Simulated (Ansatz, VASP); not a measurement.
**One calculation of BN, two programs**

The input INCAR:

```
  ALGO = Normal
  EDIFF = 1E-6
  ENCUT = 600
  GGA = PE
  GGA_COMPAT = False
  ISIF = 2
  ISMEAR = 0
  IVDW = 12
  LASPH = True
  LCHARG = False
  LREAL = False
  LWAVE = False
  NBANDS = 11
  NELM = 120
  PREC = Accurate
  SIGMA = 0.05
```

File KPOINTS:

```
k-points
0
Gamma
  12 12 12
```

File POSCAR:

```
BN
1.0
    1.2027024292      0.6943805712      3.2955578494
   -1.2027024292      0.6943805712      3.2955578494
    0.0000000000     -1.3887611425      3.2955578494
B N
1 1
Direct
    1.0096476873      1.0096476873      1.0096476873
    0.3250569679      0.3250569679      0.3250569679
```

Input for Ansatz:

```yaml
crystal:
  lattice:
    - [1.2027024292, 0.6943805712, 3.2955578494]
    - [-1.2027024292, 0.6943805712, 3.2955578494]
    - [0.0, -1.3887611425, 3.2955578494]
  atoms:
    - { symbol: B, position: [1.0096476873, 1.0096476873, 1.0096476873] }
    - { symbol: "N", position: [0.3250569679, 0.3250569679, 0.3250569679] }
basis:
  ecutwfc: 520.0
kpoints:
  mp_grid: { grid: [12, 12, 12] }
hamiltonian:
  xc: pbe
  pseudopotentials: { kind: paw, azcp: { folder: soft_1 } }
  dispersion: d3bj
scf:
  occupations: { method: gaussian, width: 0.05 }
output:
  forces: true
  stress: true
  eigenvalues: true
```

Change from the starting cell: mode 4 frozen in at +0.098 Å, equal normal strain along x and y -0.0400.

Alike in both runs: task single point; functional PBE; dispersion D3(BJ); k mesh 12 × 12 × 12; occupations gaussian, width 0.05 eV; no spin polarisation.

|  | VASP | Ansatz |
| --- | --- | --- |
| version | VASP 6.6.1 | Ansatz 0.2.0 |
| potentials or method | VASP PAW PBE potentials, release 64 (B, N), cutoff 600 eV | scalar-relativistic, plane waves, PAW |
| valence electrons in the cell | 8 | 8 |

Ansatz gave:

```
gap on the k mesh at the Fermi level (eV)                     : 4.57
least direct gap on the mesh (eV)                             : 5.00
pressure (GPa)                                                : 32.0
traceless stress, the component that is largest in VASP (GPa) : -37.34
rms of the force components (eV/Å)                            : 1.169
```

Q: What did VASP give for the same quantities?

A: gap on the k mesh at the Fermi level (eV): 4.57; least direct gap on the mesh (eV): 5.00; pressure (GPa): 32.1; traceless stress, the component that is largest in VASP (GPa): -37.76; rms of the force components (eV/Å): 1.171.

Atom by atom the forces differ by 0.002 eV/Å (rms over components). Both programs put the cell under a high pressure, so it lies far from rest at this level.
